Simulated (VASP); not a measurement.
# Zn (P6/mmm) in VASP: further runs, part 2 of 2

VASP 6.6.1.

## (3) Single point, PBE

This run uses another cell than the first one, of 11.98 Å³/atom, 1.172 times its volume.

Contents of INCAR:

```
SYSTEM = Zn
PREC = Accurate ; ENCUT = 520
EDIFF = 1E-6 ; ISMEAR = -1
SIGMA = 0.1 ; LREAL = .False.
LASPH = .True. ; NELM = 60
ALGO = Normal ; ISIF = 2
LWAVE = .False. ; LCHARG = .True.
GGA = PE ; LELF = .True.
LVHAR = .True. ; NBANDS = 12
```

Contents of KPOINTS:

```
regular mesh
0
Gamma
  16 16 15
  0 0 0
```

Contents of POSCAR:

```
Zn
1.0
    2.3822262814      0.0000000000      0.0000000000
   -1.1911131407      2.0630684773      0.0000000000
    0.0000000000      0.0000000000      2.4370056250
Zn
1
Direct
    0.0000000000      0.0000000000      0.0000000000
```

Potentials or basis: VASP PAW PBE potentials, release 64 (Zn).

The run is started by

```sh
> cat potpaw_PBE.64/Zn/POTCAR > POTCAR
> mpirun -np 1 vasp_std > vasp.out
```

OUTCAR:

```text
SYSTEM = Zn
   PREC = Accurate
   ENCUT = 520
   EDIFF = 1E-6
   ISMEAR = -1
   LREAL = .False.
   LASPH = .True.
   NELM = 60
   ISIF = 2
   GGA = PE

 ion  position               nearest neighbor table
   1  0.000  0.000  0.000-

  LATTYP: Found a hexagonal cell.
 ALAT       =     2.3822262814
 C/A-ratio  =     1.0229950211

  Lattice vectors:

 A1 = (   2.3822262814,   0.0000000000,   0.0000000000)
 A2 = (  -1.1911131407,   2.0630684773,   0.0000000000)
 A3 = (   0.0000000000,   0.0000000000,   2.4370056250)

[... 537 lines left out ...]
     12      35.3180      0.00000

 [... further k-points ...]

------------------------ aborting loop because EDIFF is reached ----------------------------------------

  FORCE on cell =-STRESS in cart. coord.  units (eV):
  Direction    XX          YY          ZZ          XY          YZ          ZX
  --------------------------------------------------------------------------------------
  -------------------------------------------------------------------------------------
  Total        3.5695211      3.5695211      3.5150550      0.0000000      0.0000000      0.0000000
  in kB      477.4933799    477.4933800    470.2074659      0.0000000      0.0000000      0.0000000
  external PRESSURE =     475.0647419 kB  Pullay stress =       0.0000000 kB

 VOLUME and BASIS-vectors are now :
 -----------------------------------------------------------------------------
  energy-cutoff  :      520.00
  volume of cell :       11.98
      direct lattice vectors                 reciprocal lattice vectors
     2.382226281  0.000000000  0.000000000     0.419775404  0.242357443  0.000000000
    -1.191113141  2.063068477  0.000000000     0.000000000  0.484714885  0.000000000
     0.000000000  0.000000000  2.437005625     0.000000000  0.000000000  0.410339636

 POSITION                                       TOTAL-FORCE (eV/Angst)
 -----------------------------------------------------------------------------------
      0.00000      0.00000      0.00000        -0.000000      0.000000      0.000000
 -----------------------------------------------------------------------------------
    total drift:                                0.000000      0.000000      0.000000

  FREE ENERGIE OF THE ION-ELECTRON SYSTEM (eV)
  ---------------------------------------------------
  free  energy   TOTEN  =        -0.4633392140 eV

  energy  without entropy=       -0.4533875865  energy(sigma->0) =       -0.45836340
```

stdout:

```text
POSCAR found type information on POSCAR Zn
 POSCAR found :  1 types and       1 ions
 scaLAPACK will be used
 LDA part: xc-table for (Slater+PW92), standard interpolation
 POSCAR, INCAR and KPOINTS ok, starting setup
 FFT: planning ... GRIDC
 FFT: planning ... GRID_SOFT
 FFT: planning ... GRID
 WAVECAR not read
 entering main loop
```

It took 18 s on 1 thread of Intel Xeon Platinum 8259CL at 2.50GHz (Skylake/Cascade Lake), shared host; peak memory 0.14 GiB.

Results:

```yaml
Free_energy: -0.4633 eV
Pressure: 47.5 GPa
Band_gap_on_the_k_mesh: zero (band 6 reaches 9.14 eV, above the bottom of band 7 at 1.58 eV)
```

Stress tensor (GPa, compression positive):
```
47.75  0.00  0.00
 0.00 47.75  0.00
 0.00  0.00 47.02
```

## (4) Single point, PBE

This run uses another cell than the first one, of 13.74 Å³/atom, 1.345 times its volume.

Contents of INCAR:

```
SYSTEM = Zn
  PREC = Accurate
  ENCUT = 520
  EDIFF = 1E-6
  ISMEAR = -1
  SIGMA = 0.1
  LREAL = .FALSE.
  LASPH = .TRUE.
  NELM = 80
  ALGO = Normal
  ISIF = 2
  LWAVE = .FALSE.
  LCHARG = .TRUE.
  GGA = PE
  LELF = .TRUE.
  LVHAR = .TRUE.
  NBANDS = 12
```

Contents of KPOINTS:

```
regular mesh
0
G
  16 16 15
  0 0 0
```

Contents of POSCAR:

```
Zn
1.0
    2.4789167750      0.0000000000      0.0000000000
   -1.2394583875      2.1468049010      0.0000000000
    0.0000000000      0.0000000000      2.5815726539
Zn
1
Direct
    0.0000000000      0.0000000000      0.0000000000
```

Potentials or basis: VASP PAW PBE potentials, release 64 (Zn).

The run is started by

```sh
> cat potpaw_PBE.64/Zn/POTCAR > POTCAR
> mpirun -np 1 vasp_std > vasp.out
```

OUTCAR:

```text
SYSTEM = Zn
   PREC = Accurate
   ENCUT = 520
   EDIFF = 1E-6
   ISMEAR = -1
   LREAL = .FALSE.
   LASPH = .TRUE.
   NELM = 80
   ISIF = 2
   GGA = PE

 ion  position               nearest neighbor table
   1  0.000  0.000  0.000-

  LATTYP: Found a hexagonal cell.
 ALAT       =     2.4789167750
 C/A-ratio  =     1.0414115875

  Lattice vectors:

 A1 = (   2.4789167750,   0.0000000000,   0.0000000000)
 A2 = (  -1.2394583875,   2.1468049010,   0.0000000000)
 A3 = (   0.0000000000,   0.0000000000,   2.5815726539)

Analysis of symmetry for initial positions (statically):
=====================================================================
 Subroutine PRICEL returns:
 Original cell was already a primitive cell.

 Routine SETGRP: Setting up the symmetry group for a
 hexagonal supercell.

 Subroutine GETGRP returns: Found 24 space group operations
 (whereof 24 operations were pure point group operations)
 out of a pool of 24 trial point group operations.

The static configuration has the point symmetry D_6h.

Analysis of symmetry for dynamics (positions and initial velocities):
[... 167 lines left out ...]
      3      -4.2627      2.00000
      4      -4.2627      2.00000
      5      -3.4125      2.00000
      6      -3.4125      2.00000
      7      14.6031      0.00000
      8      18.9123      0.00000
      9      24.7811      0.00000
     10      24.7811      0.00000
     11      25.1557      0.00000
     12      27.6945      0.00000
[... 331 lines left out ...]
 k-point    24 :       0.2500    0.1875    0.0000
  band No.  band energies     occupation
      1      -4.7787      2.00000
      2      -4.6072      2.00000
      3      -4.1935      2.00000
      4      -3.9510      2.00000
      5      -3.6203      2.00000
      6      -1.5088      2.00000
      7       8.9908      0.00000
      8      10.9993      0.00000
      9      20.2405      0.00000
     10      22.4081      0.00000
     11      29.1212      0.00000
     12      31.3228      0.00000

 [... further k-points ...]

------------------------ aborting loop because EDIFF is reached ----------------------------------------

  FORCE on cell =-STRESS in cart. coord.  units (eV):
  Direction    XX          YY          ZZ          XY          YZ          ZX
  --------------------------------------------------------------------------------------
  -------------------------------------------------------------------------------------
  Total        1.7824278      1.7824278      1.7610260      0.0000000      0.0000000      0.0000000
  in kB      207.8660891    207.8660891    205.3702250      0.0000000      0.0000000      0.0000000
  external PRESSURE =     207.0341344 kB  Pullay stress =       0.0000000 kB

 VOLUME and BASIS-vectors are now :
 -----------------------------------------------------------------------------
  energy-cutoff  :      520.00
  volume of cell :       13.74
      direct lattice vectors                 reciprocal lattice vectors
     2.478916775  0.000000000  0.000000000     0.403402006  0.232904257  0.000000000
    -1.239458388  2.146804901  0.000000000     0.000000000  0.465808514  0.000000000
     0.000000000  0.000000000  2.581572654     0.000000000  0.000000000  0.387360781

 POSITION                                       TOTAL-FORCE (eV/Angst)
 -----------------------------------------------------------------------------------
      0.00000      0.00000      0.00000         0.000000      0.000000      0.000000
 -----------------------------------------------------------------------------------
    total drift:                               -0.000000      0.000000      0.000000

  FREE ENERGIE OF THE ION-ELECTRON SYSTEM (eV)
  ---------------------------------------------------
  free  energy   TOTEN  =        -0.8190282506 eV

  energy  without entropy=       -0.8090422374  energy(sigma->0) =       -0.81403524
```

stdout:

```text
POSCAR found type information on POSCAR Zn
 POSCAR found :  1 types and       1 ions
 scaLAPACK will be used
 LDA part: xc-table for (Slater+PW92), standard interpolation
 POSCAR, INCAR and KPOINTS ok, starting setup
 FFT: planning ... GRIDC
 FFT: planning ... GRID_SOFT
 FFT: planning ... GRID
 WAVECAR not read
 entering main loop
```

Run time: 19 s. Hardware: 1 thread of Intel Xeon Platinum 8259CL at 2.50GHz (Skylake/Cascade Lake), shared host; peak memory 0.15 GiB.

What came out:

* Free energy: -0.8190 eV
* Pressure: 20.7 GPa
* Band gap on the k mesh: zero (band 6 reaches 7.53 eV, above the bottom of band 7 at 0.30 eV)

Stress tensor (GPa, compression positive):
```
20.79  0.00  0.00
 0.00 20.79  0.00
 0.00  0.00 20.54
```

## (5) The runs side by side

| cell | gap on the mesh (eV) | pressure (GPa) |
| --- | --- | --- |
| a = 2.272, b = 2.272, c = 2.285 Å, angles 90.0, 90.0, 120.0°, 1 atom | none | 102.2 |
| a = 2.382, b = 2.382, c = 2.437 Å, angles 90.0, 90.0, 120.0°, 1 atom | none | 47.5 |
| a = 2.479, b = 2.479, c = 2.582 Å, angles 90.0, 90.0, 120.0°, 1 atom | none | 20.7 |

Alike in all rows: task single point; level PBE; potentials or basis VASP PAW PBE potentials, release 64 (Zn); no spin polarisation; k mesh 16 × 16 × 15; cutoff (eV) 520; smearing fermi-dirac 0.1 eV.

Absolute energies hang on the potentials; compare differences alone.
